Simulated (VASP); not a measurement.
Ru, 1 atom in the cell. Symmetry: Im-3m, No. 229, cubic system. Conventional cell: a = 3.054 Å, b = 3.054 Å, c = 3.054 Å, α = 90.00°, β = 90.00°, γ = 90.00°. Within 3.5 Å of Ru (site symmetry m-3m) lie 14 Ru at 2.65 to 3.05 Å. 

- Program: VASP 6.6.1
- Task: single point
- Functional: PBE
- Potentials or basis: VASP PAW PBE potentials, release 64 (Ru_pv)
- Cutoff: 520 eV
- k mesh: 19 × 19 × 19
- Occupations: fermi-dirac, width 0.05 eV
- Spin: non-collinear spin, zero start, spin-orbit coupling
- Starting moments: [[0.0, 0.0, 0.0]] μB
- Dipole correction: no
- Further INCAR settings: ALGO = Normal; EDIFF = 1e-06; NBANDS = 25

Potentials or basis: VASP PAW PBE potentials, release 64 (Ru_pv).

Run with:

```sh
$ cat potpaw_PBE.64/Ru_pv/POTCAR > POTCAR
$ mpirun -np 1 vasp_ncl > vasp.out
```

Hardware: 1 thread of Intel(R) Xeon(R) 6975P-C (Granite Rapids), on a shared host.

**Question.** Estimate the wall time of this run.

**Answer.** Run time: 48 s on 1 thread of Intel(R) Xeon(R) 6975P-C (Granite Rapids), with other jobs on the host, peak memory 0.23 GiB. Counts: scf iterations 11, k points 220.
